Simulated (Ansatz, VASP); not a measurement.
# Ta: VASP beside Ansatz

INCAR

```
SYSTEM = Ta
PREC = Accurate
ENCUT = 500
EDIFF = 1E-6
ISMEAR = 0
SIGMA = 0.15
LREAL = .FALSE.
LASPH = .TRUE.
NELM = 120
ALGO = Normal
ISIF = 2
LWAVE = .FALSE.
LCHARG = .FALSE.
GGA = PE
NBANDS = 18
GGA_COMPAT = .FALSE.
```

Contents of KPOINTS:

```
regular mesh
0
G
  18 18 10
  0 0 0
```

File POSCAR:

```
Ta
1.0
   -1.6512800000      1.6512800000      1.6512800000
    1.6512800000     -1.6512800000      1.6512800000
    3.3025600000      3.3025600000      0.0000000000
Ta
2
Direct
   -0.0378494259     -0.0378494259      0.0000000000
    0.5378494259      0.5378494259      0.5000000000
```

Input for Ansatz:

```yaml
crystal:
  lattice:
    - [-1.65128, 1.65128, 1.65128]
    - [1.65128, -1.65128, 1.65128]
    - [3.30256, 3.30256, 0.0]
  atoms:
    - { symbol: Ta, position: [-0.0378494259, -0.0378494259, 0.0] }
    - { symbol: Ta, position: [0.5378494259, 0.5378494259, 0.5] }
basis:
  ecutwfc: 420
kpoints:
  mp_grid: { grid: [18, 18, 10] }
hamiltonian:
  xc: pbe
scf:
  occupations: { method: gaussian, width: 0.15 }
output:
  forces: true
  stress: true
  eigenvalues: true
```

Change from the starting cell: mode 6 (145.8 1/cm) frozen in, largest displacement +0.125 Å.

Alike in both runs: task single point; functional PBE; k mesh 18 × 18 × 10; occupations gaussian, width 0.15 eV; no spin polarisation.

|  | VASP | Ansatz |
| --- | --- | --- |
| version | VASP 6.6.1 | Ansatz 0.2.0 |
| potentials or method | VASP PAW PBE potentials, release 64 (Ta_pv), cutoff 500 eV | scalar-relativistic, plane waves, PAW |
| valence electrons in the cell | 22 | 26 |

```tsv
	VASP	Ansatz	Ansatz less VASP
gap on the k mesh at the Fermi level (eV)	none	none	-
pressure (GPa)	4.2	4.1	-0.15
traceless stress, the component that is largest in VASP (GPa)	2.08	2.05	-0.026
rms of the force components (eV/Å)	0.859	0.859	-0.0006
```

Atom by atom the forces differ by 0.001 eV/Å (rms over components). A gap of «none» marks a metal or a gap that the smearing closes. VASP's potentials hold 22 valence electrons a cell and Ansatz's 26, so a difference there can come from the potentials and not from the codes.

Neither program's run includes spin-orbit coupling.
